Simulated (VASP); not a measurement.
A run of VASP 6.6.1:

Contents of INCAR:

```
PREC = Accurate ; ENCUT = 600
EDIFF = 1E-7 ; ISMEAR = 0
SIGMA = 0.1 ; LREAL = F
LASPH = T ; NELM = 60
ALGO = Normal ; ISIF = 3
LWAVE = F ; LCHARG = F
GGA = PE ; IBRION = 2
NSW = 100 ; EDIFFG = -0.01
```

Contents of KPOINTS:

```
Automatic mesh
0
Gamma
  18 18 18
```

The input POSCAR:

```
Te
1.0
    2.2485626418      1.2982082465      1.8708619424
   -2.2485626418      1.2982082465      1.8708619424
    0.0000000000     -2.5964164931      1.8708619424
Te
1
Direct
    0.5000000000      0.5000000000      0.5000000000
```

Potentials or basis: VASP PAW PBE potentials, release 64 (Te).

Launch:

```console
$ cat potpaw_PBE.64/Te/POTCAR > POTCAR
$ mpirun -np 1 vasp_std > vasp.out
```

Hardware: 1 thread of AMD EPYC 7R43 64-Core Processor (Zen 3) (shared host).

Question: How long does it take, and how much memory?

Answer: Run time: 5.8 min on 1 thread of AMD EPYC 7R43 64-Core Processor (Zen 3) (shared host), peak memory 0.27 GiB. Counts: scf iterations 29, k points 580, ion steps 5.
